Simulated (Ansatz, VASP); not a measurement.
**Ta in VASP and in Ansatz**

```
CELL_PARAMETERS angstrom
-1.63890 1.65128 1.63890
1.66366 -1.65128 1.66366
1.63890 1.65128 -1.63890
ATOMIC_POSITIONS crystal
Ta 0.00000 0.00000 0.00000
```

Change from the starting cell: strain +0.0150 x Voigt [0, 0, 0, 0, 1, 0], atoms carried along.

Alike in both runs: task single point; functional PBEsol; k mesh 20 × 20 × 20; occupations gaussian, width 0.15 eV; no spin polarisation.

```csv
,VASP,Ansatz
version,VASP 6.6.1,Ansatz 0.2.0
potentials or method,"VASP PAW PBE potentials, release 64 (Ta_pv), cutoff 520 eV","scalar-relativistic, plane waves, PAW"
valence electrons in the cell,11,13
```

Ansatz gave:

- gap on the k mesh at the Fermi level (eV): none
- pressure (GPa): -3.8
- traceless stress, the component that is largest in VASP (GPa): -1.15

Task: Estimate VASP's values.

Result: gap on the k mesh at the Fermi level (eV): none; pressure (GPa): -3.6; traceless stress, the component that is largest in VASP (GPa): -1.15.

VASP's potentials were made for PBE, not for PBEsol. A gap of «none» marks a metal or a gap that the smearing closes. VASP's potentials hold 11 valence electrons a cell and Ansatz's 13, so a difference there can come from the potentials and not from the codes.

Neither program's run includes spin-orbit coupling.
